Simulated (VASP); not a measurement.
# SnO2 (P4_2/nmc) in VASP: relaxation of cell and atoms with r2SCAN

Aim: the relaxation of cell and atoms of SnO2 with r2SCAN.

Program: VASP 6.6.1. These are calculated values, not measurements. Logs are shortened: lines on timing, memory, paths and dates and some standing lists are left out, and cuts for length are marked.

### 1 The cell of the first run

Symmetry: P4_2/nmc, No. 137, tetragonal system. Conventional cell: a = 3.593 Å, b = 3.593 Å, c = 5.532 Å, α = 90.00°, β = 90.00°, γ = 90.00°. Within 2.7 Å of Sn (site symmetry -4m2) lie 8 O at 2.05 to 2.53 Å. O (site symmetry 2mm) has 4 Sn at 2.05 to 2.53 Å and 4 O at 2.67 Å within 2.7 Å.

### 2 Relaxation of cell and atoms, r2SCAN

POSCAR reads:

```
SnO2
1.0
    3.5927301822      0.0000000000      0.0000000000
    0.0000000000      3.5927301822      0.0000000000
    0.0000000000      0.0000000000      5.5321121962
Sn O
2 4
Direct
    0.5000000000      0.5000000000      0.5000000000
    0.0000000000      0.0000000000      0.0000000000
    0.0000000000      0.5000000000      0.6768050174
    0.5000000000      0.0000000000      0.8231949826
    0.5000000000      0.0000000000      0.3231949826
    0.0000000000      0.5000000000      0.1768050174
```

INCAR.step1 reads:

```
SYSTEM = SnO2
  PREC = Accurate
  ENCUT = 600
  ISMEAR = -1
  SIGMA = 0.02
  LREAL = .FALSE.
  LASPH = .TRUE.
  NELM = 100
  GGA = PE
  ALGO = Normal
  EDIFF = 1E-4
  LWAVE = .TRUE.
  LCHARG = .FALSE.
```

INCAR.step2 reads:

```
SYSTEM = SnO2
  PREC = Accurate
  ENCUT = 600
  EDIFF = 1E-6
  ISMEAR = -1
  SIGMA = 0.02
  LREAL = .FALSE.
  LASPH = .TRUE.
  NELM = 100
  ALGO = Normal
  ISIF = 3
  LWAVE = .FALSE.
  LCHARG = .FALSE.
  METAGGA = R2SCAN
  LMIXTAU = .TRUE.
  IBRION = 2
  NSW = 80
  EDIFFG = -0.005
  ISTART = 1
```

KPOINTS reads:

```
regular mesh
0
G
  6 6 4
  0 0 0
```

Potentials or basis: VASP PAW PBE potentials, release 64 (Sn_d, O).

Started as:

```
> cat potpaw_PBE.64/Sn_d/POTCAR potpaw_PBE.64/O/POTCAR > POTCAR
> cp INCAR.step1 INCAR
> mpirun -np 1 vasp_std > vasp.out
> cp INCAR.step2 INCAR
> mpirun -np 1 vasp_std > vasp.out
```

OUTCAR:

```text
SYSTEM = SnO2
   PREC = Accurate
   ENCUT = 600
   EDIFF = 1E-6
   ISMEAR = -1
   LREAL = .FALSE.
   LASPH = .TRUE.
   NELM = 100
   ISIF = 3
   METAGGA = R2SCAN
   IBRION = 2
   NSW = 80
   EDIFFG = -0.005
   ISTART = 1

 ion  position               nearest neighbor table
   1  0.500  0.500  0.500-   3 2.05   5 2.05   5 2.05   3 2.05   4 2.53   4 2.53   6 2.53   6 2.53
                             2 3.76   2 3.76   2 3.76   2 3.76   2 3.76   2 3.76   2 3.76   2 3.76
   2  0.000  0.000  0.000-   4 2.05   6 2.05   6 2.05   4 2.05   3 2.53   5 2.53   3 2.53   5 2.53
                             1 3.76   1 3.76   1 3.76   1 3.76   1 3.76   1 3.76   1 3.76   1 3.76
   3  0.000  0.500  0.677-   1 2.05   1 2.05   2 2.53   2 2.53
   4  0.500  0.000  0.823-   2 2.05   2 2.05   1 2.53   1 2.53
   5  0.500  0.000  0.323-   1 2.05   1 2.05   2 2.53   2 2.53
   6  0.000  0.500  0.177-   2 2.05   2 2.05   1 2.53   1 2.53

  LATTYP: Found a simple tetragonal cell.
 ALAT       =     3.5927301822
 C/A-ratio  =     1.5398073097

  Lattice vectors:

 A1 = (   3.5927301822,   0.0000000000,   0.0000000000)
 A2 = (   0.0000000000,   3.5927301822,   0.0000000000)
 A3 = (   0.0000000000,   0.0000000000,   5.5321121962)

Analysis of symmetry for initial positions (statically):
=====================================================================
 Subroutine PRICEL returns:
 Original cell was already a primitive cell.

 Routine SETGRP: Setting up the symmetry group for a
 simple tetragonal supercell.

 Subroutine GETGRP returns: Found 16 space group operations
 (whereof  8 operations were pure point group operations)
 out of a pool of 16 trial point group operations.

The static configuration has the point symmetry D_2d.
 The point group associated with its full space group is D_4h.

Analysis of symmetry for dynamics (positions and initial velocities):
=====================================================================
 Subroutine PRICEL returns:
 Original cell was already a primitive cell.

 Routine SETGRP: Setting up the symmetry group for a
 simple tetragonal supercell.

 Subroutine GETGRP returns: Found 16 space group operations
 (whereof  8 operations were pure point group operations)
 out of a pool of 16 trial point group operations.

The dynamic configuration has the point symmetry D_2d.
 The point group associated with its full space group is D_4h.

 Subroutine INISYM returns: Found 16 space group operations
 (whereof  8 operations are pure point group operations),
 and found     1 'primitive' translations

[... 119 lines left out ...]
   IALGO  =     38    algorithm
   IMIX   =      4    mixing-type and parameters
     AMIX     =   0.40;   BMIX     =  1.00
     AMIX_MAG =   1.60;   BMIX_MAG =  1.00
  volume/ion in A,a.u.               =      11.90        80.31
  Fermi-wavevector in a.u.,A,eV,Ry     =   1.472864  2.783309 29.515491  2.169327
  Thomas-Fermi vector in A             =   2.587827
   LORBIT       =      0    0 simple, 1 ext, 2 COOP (PROOUT), +10 PAW based schemes
   METAGGA = R2SCAN    functional components
   LHFCALC =     F    Hartree Fock is set to
   AEXX    =    0.0000 exact exchange contribution
   IVDW    =     0    specifies the selected vdW correction
   LEPSILON=     F    determine dielectric tensor
   LRPA    =     F    only Hartree local field effects (RPA)
 conjugate gradient relaxation of ions
 non-spin polarized calculation
  energy-cutoff  :      600.00
  volume of cell :       71.41
 maximum number of plane-waves:      2440
 NGX is ok and might be reduce to    30
   NGX = 15   NGY = 15   NGZ = 23

--------------------------------------- Ionic step        1  -------------------------------------------

 number of electron      52.0000019 magnetization

 Free energy of the ion-electron system (eV)
  ---------------------------------------------------
  ext. energy  EPLUGINS =         0.00000000
  ---------------------------------------------------
  free energy    TOTEN  =       -83.51538365 eV

  energy without entropy =      -83.51538365  energy(sigma->0) =      -83.51538365

------------------------ aborting loop because EDIFF is reached ----------------------------------------

  FORCE on cell =-STRESS in cart. coord.  units (eV):
  Direction    XX          YY          ZZ          XY          YZ          ZX
  --------------------------------------------------------------------------------------
  -------------------------------------------------------------------------------------
  Total       -3.2985473     -3.2985473     -3.1637984      0.0000000      0.0000000      0.0000000
  in kB      -74.0104623    -74.0104623    -70.9870617      0.0000000      0.0000000      0.0000000
  external PRESSURE =     -73.0026621 kB  Pullay stress =       0.0000000 kB
[... 101 lines left out ...]
  FREE ENERGIE OF THE ION-ELECTRON SYSTEM (eV)
  ---------------------------------------------------
  free  energy   TOTEN  =       -83.5762754480 eV

  energy  without entropy=      -83.5762754480  energy(sigma->0) =      -83.57627545

[... ionic steps 4 to 8 ...]

--------------------------------------- Ionic step        9  -------------------------------------------

 number of electron      52.0000021 magnetization

------------------------ aborting loop because EDIFF is reached ----------------------------------------
[... 75 lines left out ...]
--------------------------------------- Ionic step       11  -------------------------------------------

 number of electron      52.0000021 magnetization

 Free energy of the ion-electron system (eV)
  ---------------------------------------------------
  ext. energy  EPLUGINS =         0.00000000
  ---------------------------------------------------
  free energy    TOTEN  =       -83.57971101 eV

  energy without entropy =      -83.57971101  energy(sigma->0) =      -83.57971101

 E-fermi :   6.7190     XC(G=0): -12.4203

 val. band max:        6.2817731908   @ k =   0.5000   0.5000   0.0000
 cond. band min:       7.9509440501   @ k =   0.0000   0.0000   0.0000
 fundamental gap:      1.6691708593
 Fermi energy:         6.7190040126

 k-point     1 :       0.0000    0.0000    0.0000
  band No.  band energies     occupation
      1     -15.0928      2.00000
      2     -14.8212      2.00000
      3     -14.2700      2.00000
      4     -14.2406      2.00000
      5     -14.2406      2.00000
      6     -14.1995      2.00000
[... 805 lines left out ...]
     30      15.5755      0.00000
     31      17.6872      0.00000

 [... further k-points ...]
[... 5 lines left out ...]
  --------------------------------------------------------------------------------------
  -------------------------------------------------------------------------------------
  Total        0.0077692      0.0077692     -0.0185882      0.0000000      0.0000000     -0.0000000
  in kB        0.1816281      0.1816281     -0.4345530      0.0000000      0.0000000     -0.0000000
  external PRESSURE =      -0.0237656 kB  Pullay stress =       0.0000000 kB
[... 21 lines left out ...]
  FREE ENERGIE OF THE ION-ELECTRON SYSTEM (eV)
  ---------------------------------------------------
  free  energy   TOTEN  =       -83.5797110126 eV

  energy  without entropy=      -83.5797110126  energy(sigma->0) =      -83.57971101

 reached required accuracy - stopping structural energy minimisation
```

OSZICAR.step1:

```text
N       E                     dE             d eps       ncg     rms          rms(c)
DAV:   1     0.689540007290E+03    0.68954E+03   -0.28747E+04  1989   0.287E+03
DAV:   2     0.649377618079E+02   -0.62460E+03   -0.60199E+03  2070   0.734E+02
DAV:   3    -0.369833854118E+02   -0.10192E+03   -0.99897E+02  2077   0.238E+02
DAV:   4    -0.423939984695E+02   -0.54106E+01   -0.53839E+01  2235   0.594E+01
DAV:   5    -0.425649543416E+02   -0.17096E+00   -0.17090E+00  2229   0.108E+01    0.154E+01
DAV:   6    -0.362653807429E+02    0.62996E+01   -0.25479E+01  2993   0.767E+01    0.528E+00
DAV:   7    -0.364128774638E+02   -0.14750E+00   -0.25325E+00  2112   0.928E+00    0.321E+00
DAV:   8    -0.364001311213E+02    0.12746E-01   -0.44160E-01  2776   0.629E+00    0.102E+00
DAV:   9    -0.363737185516E+02    0.26413E-01   -0.14996E-01  2906   0.500E+00    0.165E-01
DAV:  10    -0.363746255431E+02   -0.90699E-03   -0.97318E-03  2903   0.107E+00    0.647E-02
DAV:  11    -0.363746701184E+02   -0.44575E-04   -0.10805E-03  2929   0.386E-01    0.273E-02
DAV:  12    -0.363746704050E+02   -0.28657E-06   -0.64198E-05  1294   0.828E-02
   1 F= -.36374670E+02 E0= -.36374670E+02  d E =-.109679E-09
```

It took 17 min on 1 thread of Intel Xeon 6975P-C (Granite Rapids), shared host; peak memory 0.26 GiB.

Results:

* Free energy: -83.5797 eV
* Relaxed volume: 11.42 Å³/atom
* Relaxed cell: a = 3.555 Å, b = 3.555 Å, c = 5.423 Å, α = 90.00°, β = 90.00°, γ = 90.00°
* Space group after relaxing (to 0.05 Å): P4_2/nmc (No. 137)
* Energy gained by relaxing: 10.7 meV/atom
* Ionic steps: 11
* Pressure after relaxing: 0.0 GPa
* Largest force after relaxing: 0.004 eV/Å
* Band gap on the k mesh: 1.67 eV, indirect (least direct gap 1.80 eV)

Forces in eV/Å, atoms in the order of the input:
```
Sn   0.000  0.000  0.000
Sn   0.000  0.000  0.000
O    0.000  0.000  0.004
O    0.000  0.000 -0.004
O    0.000  0.000 -0.004
O    0.000  0.000  0.004
```

Step by step:
```
step  energy change (eV)  largest force (eV/Å)  pressure (GPa)  volume (Å³)
   1              0.0000                0.1933           -7.30        71.41
   2              0.0375                0.3739           10.69        65.95
   3             -0.0609                0.0382           -0.15        68.92
   4             -0.0609                0.0431            0.00        68.87
   5             -0.0626                0.0548            0.01        68.79
   6             -0.0631                0.0646            0.02        68.71
   7             -0.0638                0.0354           -0.16        68.69
   8             -0.0642                0.0039           -0.35        68.67
   9             -0.0640                0.0040            0.52        68.34
  10             -0.0643                0.0056            0.03        68.54
  11             -0.0643                0.0045            0.00        68.53
```

Final structure:
```
Sn O
1.0
     3.55494    0.00000    0.00000
     0.00000    3.55494    0.00000
     0.00000    0.00000    5.42301
Sn O
2 4
Direct
  0.50000 0.50000 0.50000
  0.00000 0.00000 0.00000
  0.00000 0.50000 0.67835
  0.50000 0.00000 0.82165
  0.50000 0.00000 0.32165
  0.00000 0.50000 0.17835
```

Caveat: the PAW data sets were made with another functional, which shifts forces and pressure a little; spin-orbit coupling is left out, which moves the levels of the heavy elements. r2SCAN opens gaps a little over a GGA but as a rule still falls short of measured ones.
